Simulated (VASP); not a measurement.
Wanted: the native input for a VASP 6.6.1 run.

```
Task                   : single point
Functional             : PBE
Potentials or basis    : VASP PAW PBE potentials, release 64 (Hf_pv)
Cutoff                 : 520 eV
k mesh                 : 8 × 8 × 5
Occupations            : fermi-dirac, width 0.05 eV
Spin                   : no spin polarisation
Dipole correction      : no
Further INCAR settings : ALGO = Normal; EDIFF = 1e-07; NBANDS = 17
```

The structure of Hf lies in POSCAR:

```
Hf
1.0
    3.1967000000      0.0000000000      0.0000000000
   -1.5983500000      2.7684234083      0.0000000000
    0.0000000000      0.0000000000      4.8554880000
Hf
2
Direct
    0.6666666667      0.3333333333      0.7500000000
    0.3333333333      0.6666666667      0.2500000000
```

These files were run (other wordings do the same):

INCAR

```
ALGO = Normal ; EDIFF = 1E-7
ENCUT = 520 ; GGA = PE
ISIF = 2 ; ISMEAR = -1
LASPH = T ; LCHARG = F
LREAL = F ; LWAVE = F
NBANDS = 17 ; NELM = 80
PREC = Accurate ; SIGMA = 0.05
```

KPOINTS

```
k-points
0
Gamma
  8 8 5
```

Potentials or basis: VASP PAW PBE potentials, release 64 (Hf_pv).

Run with:

```bash
$ cat potpaw_PBE.64/Hf_pv/POTCAR > POTCAR
$ mpirun -np 1 vasp_std > vasp.out
```

It gave:

| Quantity | Value |
| --- | --- |
| Pressure | 5.7 GPa |
| Band gap on the k mesh | zero (band 10 reaches 6.29 eV, above the bottom of band 11 at 4.89 eV) |

Caveat: spin-orbit coupling is left out, which moves the levels of the heavy elements.

Run time: 20 s on 1 thread of AMD EPYC 7R43 64-Core Processor (Zen 3) (shared host), peak memory 0.12 GiB.
